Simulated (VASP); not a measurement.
Here is a VASP 6.6.1 calculation.

File POSCAR:

```
In
1.0
    3.3183771296      0.0000000000      0.0000000000
   -1.6591885648      2.8737980114      0.0000000000
    0.0000000000      0.0000000000     10.6537500805
In
4
Direct
    0.0000000000      0.0000000000      0.0000000000
    0.3333333333      0.6666666667      0.2500000000
    0.0000000000      0.0000000000      0.5000000000
    0.6666666667      0.3333333333      0.7500000000
```

The input INCAR.step1:

```
SYSTEM = In
ALGO = Normal ; EDIFF = 1E-4
ENCUT = 520 ; GGA = PE
ISMEAR = 1 ; LASPH = .TRUE.
LCHARG = .FALSE. ; LREAL = .FALSE.
LWAVE = .TRUE. ; NBANDS = 34
NELM = 60 ; PREC = Accurate
SIGMA = 0.15
```

The input INCAR.step2:

```
SYSTEM = In
ALGO = Normal ; EDIFF = 1E-6
ENCUT = 520 ; ISIF = 2
ISMEAR = 1 ; ISTART = 1
LASPH = .TRUE. ; LCHARG = .FALSE.
LMIXTAU = .TRUE. ; LREAL = .FALSE.
LWAVE = .FALSE. ; METAGGA = R2SCAN
NBANDS = 34 ; NELM = 60
PREC = Accurate ; SIGMA = 0.15
```

KPOINTS

```
k-points
0
G
  8 8 3
  0 0 0
```

Potentials or basis: VASP PAW PBE potentials, release 64 (In_d).

Command:

```bash
$ cat potpaw_PBE.64/In_d/POTCAR > POTCAR
$ cp INCAR.step1 INCAR
$ mpirun -np 1 vasp_std > vasp.out
$ cp INCAR.step2 INCAR
$ mpirun -np 1 vasp_std > vasp.out
```

(1) Predict the pressure.

(2) Predict the band gap on the k mesh.

## Answers

(1) 1.7 GPa.

(2) zero (bands 26 and 27 overlap by 4.78 eV).

Caveat: the PAW data sets were made with another functional, which shifts forces and pressure a little; spin-orbit coupling is left out, which moves the levels of the heavy elements.
